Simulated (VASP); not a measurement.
# Al3GaN4 (P-43m) in VASP: a series of runs, part 2 of 2

VASP 6.6.1. The steps go on from the part before.

## Step 3: Relaxation of cell and atoms, r2SCAN, target pressure -2 GPa, at which the enthalpy is minimised

This run uses another cell than the first one, of 10.86 Å³/atom, 1.039 times its volume.

File POSCAR:

```
Al3GaN4
1.0
    4.4295444355      0.0000000000      0.0000000000
    0.0000000000      4.4295444355      0.0000000000
    0.0000000000      0.0000000000      4.4295444355
Al Ga N
3 1 4
Direct
    0.5000000000      0.5000000000      0.0000000000
    0.5000000000      0.0000000000      0.5000000000
    0.0000000000      0.5000000000      0.5000000000
    0.0000000000      0.0000000000      0.0000000000
    0.7444581602      0.7444581602      0.2555418398
    0.7444581602      0.2555418398      0.7444581602
    0.2555418398      0.7444581602      0.7444581602
    0.2555418398      0.2555418398      0.2555418398
```

File INCAR.step1:

```
PREC     = Accurate       # precision mode
ENCUT    = 600            # plane-wave cutoff, eV
ISMEAR   = 0              # smearing method
SIGMA    = 0.02           # smearing width, eV
LREAL    = F              # projectors in reciprocal space
LASPH    = T              # aspherical terms in the spheres
NELM     = 100            # most SCF steps
GGA      = PE             # functional
ALGO     = Normal         # electronic algorithm
EDIFF    = 1E-4           # SCF threshold, eV
LWAVE    = T              # write WAVECAR
LCHARG   = F              # write CHGCAR
```

File INCAR.step2:

```
PREC     = Accurate       # precision mode
ENCUT    = 600            # plane-wave cutoff, eV
EDIFF    = 1E-6           # SCF threshold, eV
ISMEAR   = 0              # smearing method
SIGMA    = 0.02           # smearing width, eV
LREAL    = F              # projectors in reciprocal space
LASPH    = T              # aspherical terms in the spheres
NELM     = 100            # most SCF steps
ALGO     = Normal         # electronic algorithm
ISIF     = 3              # what is computed and relaxed
LWAVE    = F              # write WAVECAR
LCHARG   = F              # write CHGCAR
METAGGA  = R2SCAN         # meta-GGA
LMIXTAU  = T            
IBRION   = 2              # ionic algorithm
NSW      = 70             # ionic steps
EDIFFG   = -0.008         # ionic threshold
PSTRESS  = -20.0        
ISTART   = 1
```

File KPOINTS:

```
regular mesh
0
Gamma
  6 6 6
```

Potentials or basis: VASP PAW PBE potentials, release 64 (Al, Ga_d, N).

Run with:

```sh
cat potpaw_PBE.64/Al/POTCAR potpaw_PBE.64/Ga_d/POTCAR potpaw_PBE.64/N/POTCAR > POTCAR
cp INCAR.step1 INCAR
mpirun -np 1 vasp_std > vasp.out
cp INCAR.step2 INCAR
mpirun -np 1 vasp_std > vasp.out
```

OUTCAR:

```text
PREC = Accurate
   ENCUT = 600
   EDIFF = 1E-6
   ISMEAR = 0
   LREAL = F
   LASPH = T
   NELM = 100
   ISIF = 3
   METAGGA = R2SCAN
   IBRION = 2
   NSW = 70
   EDIFFG = -0.008
   PSTRESS = -20.0
   ISTART = 1

 ion  position               nearest neighbor table
   1  0.500  0.500  0.000-   5 1.90   6 1.90   7 1.90   8 1.90   3 3.13   4 3.13   2 3.13   2 3.13
                             3 3.13   2 3.13   4 3.13   2 3.13   3 3.13   4 3.13   3 3.13   4 3.13
   2  0.500  0.000  0.500-   5 1.90   6 1.90   7 1.90   8 1.90   3 3.13   4 3.13   1 3.13   1 3.13
                             4 3.13   1 3.13   3 3.13   1 3.13   3 3.13   4 3.13   4 3.13   3 3.13
   3  0.000  0.500  0.500-   5 1.90   6 1.90   7 1.90   8 1.90   2 3.13   4 3.13   1 3.13   1 3.13
                             4 3.13   2 3.13   4 3.13   4 3.13   1 3.13   2 3.13   1 3.13   2 3.13
   4  0.000  0.000  0.000-   5 1.96   6 1.96   7 1.96   8 1.96   2 3.13   3 3.13   1 3.13   2 3.13
                             3 3.13   1 3.13   3 3.13   3 3.13   1 3.13   2 3.13   2 3.13   1 3.13
   5  0.744  0.744  0.256-   1 1.90   2 1.90   3 1.90   4 1.96
   6  0.744  0.256  0.744-   1 1.90   2 1.90   3 1.90   4 1.96
   7  0.256  0.744  0.744-   1 1.90   2 1.90   3 1.90   4 1.96
   8  0.256  0.256  0.256-   1 1.90   2 1.90   3 1.90   4 1.96

  LATTYP: Found a simple cubic cell.
 ALAT       =     4.4295444355

  Lattice vectors:

 A1 = (   4.4295444355,   0.0000000000,   0.0000000000)
 A2 = (   0.0000000000,   4.4295444355,   0.0000000000)
 A3 = (   0.0000000000,   0.0000000000,   4.4295444355)

Analysis of symmetry for initial positions (statically):
=====================================================================
 Subroutine PRICEL returns:
 Original cell was already a primitive cell.

 Routine SETGRP: Setting up the symmetry group for a
 simple cubic supercell.

 Subroutine GETGRP returns: Found 24 space group operations
 (whereof 24 operations were pure point group operations)
 out of a pool of 48 trial point group operations.

The static configuration has the point symmetry T_d .

Analysis of symmetry for dynamics (positions and initial velocities):
=====================================================================
 Subroutine PRICEL returns:
[... 127 lines left out ...]
   NELECT =      42.0000    total number of electrons
   NUPDOWN=      -1.0000    fix difference up-down
   EMIN   =  10.00;   EMAX   =-10.00  energy-range for DOS
   EFERMI =   0.00;   METHOD = LEGACY
   ISMEAR =     0;   SIGMA  =   0.02  broadening in eV -4-tet -1-fermi 0-gaus
   EFERMI_NEDOS =   21; number of points for ismear=-14 and -15
   IALGO  =     38    algorithm
   IMIX   =      4    mixing-type and parameters
     AMIX     =   0.40;   BMIX     =  1.00
     AMIX_MAG =   1.60;   BMIX_MAG =  1.00
  volume/ion in A,a.u.               =      10.86        73.31
  Fermi-wavevector in a.u.,A,eV,Ry     =   1.284692  2.427715 22.455496  1.650432
  Thomas-Fermi vector in A             =   2.416870
   LORBIT       =      0    0 simple, 1 ext, 2 COOP (PROOUT), +10 PAW based schemes
   METAGGA = R2SCAN    functional components
   LHFCALC =     F    Hartree Fock is set to
   AEXX    =    0.0000 exact exchange contribution
   IVDW    =     0    specifies the selected vdW correction
   LEPSILON=     F    determine dielectric tensor
   LRPA    =     F    only Hartree local field effects (RPA)
 conjugate gradient relaxation of ions
 non-spin polarized calculation
 Gauss-broadening in eV      SIGMA  =   0.02
  energy-cutoff  :      600.00
  volume of cell :       86.91
 maximum number of plane-waves:      2945
 NGX is ok and might be reduce to    36
   NGX = 17   NGY = 17   NGZ = 17

--------------------------------------- Ionic step        1  -------------------------------------------

 number of electron      41.9999985 magnetization

 Free energy of the ion-electron system (eV)
  ---------------------------------------------------
  ext. energy  EPLUGINS =         0.00000000
  ---------------------------------------------------
  free energy    TOTEN  =       -79.41789598 eV

  energy without entropy =      -79.41789598  energy(sigma->0) =      -79.41789598

------------------------ aborting loop because EDIFF is reached ----------------------------------------

  FORCE on cell =-STRESS in cart. coord.  units (eV):
  Direction    XX          YY          ZZ          XY          YZ          ZX
  --------------------------------------------------------------------------------------
  -------------------------------------------------------------------------------------
  Total       -2.0743888     -2.0743888     -2.0743888      0.0000000      0.0000000     -0.0000000
  in kB      -38.2404991    -38.2404991    -38.2404991      0.0000000      0.0000000     -0.0000000
  external PRESSURE =     -18.2404991 kB  Pullay stress =     -20.0000000 kB
[... 163 lines left out ...]
--------------------------------------- Ionic step        5  -------------------------------------------

 number of electron      41.9999988 magnetization

 Free energy of the ion-electron system (eV)
  ---------------------------------------------------
  ext. energy  EPLUGINS =         0.00000000
  ---------------------------------------------------
  free energy    TOTEN  =       -79.43290916 eV

  energy without entropy =      -79.43290916  energy(sigma->0) =      -79.43290916

 E-fermi :   5.5188     XC(G=0): -11.7058

 val. band max:        5.3925303657   @ k =   0.0000   0.0000   0.0000
 cond. band min:       9.3901288118   @ k =   0.0000   0.0000   0.0000
 fundamental gap:      3.9975984461
 Fermi energy:         5.5187695209

 k-point     1 :       0.0000    0.0000    0.0000
  band No.  band energies     occupation
      1     -10.5136      2.00000
      2      -8.6423      2.00000
      3      -8.6423      2.00000
      4      -8.6423      2.00000
      5      -7.5867      2.00000
      6      -7.5867      2.00000
[... 608 lines left out ...]
  energy  without entropy=      -79.4329091586  energy(sigma->0) =      -79.43290916

  enthalpy is  TOTEN    =       -80.5077497284 eV   P V=       -1.0748405698

 reached required accuracy - stopping structural energy minimisation
```

It took 5.6 min on 1 thread of Intel Xeon Platinum 8488C (Sapphire Rapids), shared host; peak memory 0.25 GiB.

Results:

- Free energy: -79.4329 eV
- Relaxed volume: 10.76 Å³/atom
- Relaxed cell: a = 4.416 Å, b = 4.416 Å, c = 4.416 Å, α = 90.00°, β = 90.00°, γ = 90.00°
- Space group after relaxing (to 0.05 Å): P-43m (No. 215)
- Energy change on relaxing (the enthalpy is what falls): -1.9 meV/atom
- Ionic steps: 5
- Pressure after relaxing: -2.0 GPa
- Largest force after relaxing: 0.006 eV/Å
- Band gap on the k mesh: 4.00 eV, direct

Forces in eV/Å, atoms in the order of the input:
```
Al   0.000  0.000  0.000
Al   0.000  0.000  0.000
Al   0.000  0.000  0.000
Ga   0.000  0.000  0.000
N    0.003  0.003 -0.003
N    0.003 -0.003  0.003
N   -0.003  0.003  0.003
N   -0.003 -0.003 -0.003
```

The path:
| step | energy change (eV) | largest force (eV/Å) | pressure (GPa) | volume (Å³) |
| --- | --- | --- | --- | --- |
| 1 | 0.0000 | 0.0707 | -3.82 | 86.91 |
| 2 | -0.0201 | 0.0145 | -0.24 | 85.36 |
| 3 | -0.0150 | 0.0267 | -2.00 | 86.10 |
| 4 | -0.0152 | 0.0277 | -1.93 | 86.09 |
| 5 | -0.0150 | 0.0059 | -1.99 | 86.10 |

Final structure:
```xyz
8
Lattice="4.4158 0.0000 0.0000 0.0000 4.4158 0.0000 0.0000 0.0000 4.4158" Properties=species:S:1:pos:R:3 pbc="T T T"
Al    2.2079    2.2079    0.0000
Al    2.2079    0.0000    2.2079
Al    0.0000    2.2079    2.2079
Ga    0.0000    0.0000    0.0000
N     3.2856    3.2856    1.1302
N     3.2856    1.1302    3.2856
N     1.1302    3.2856    3.2856
N     1.1302    1.1302    1.1302
```

Caveat: the cell is relaxed towards a set pressure, so the enthalpy falls and the energy may rise; the PAW data sets were made with another functional, which shifts forces and pressure a little.
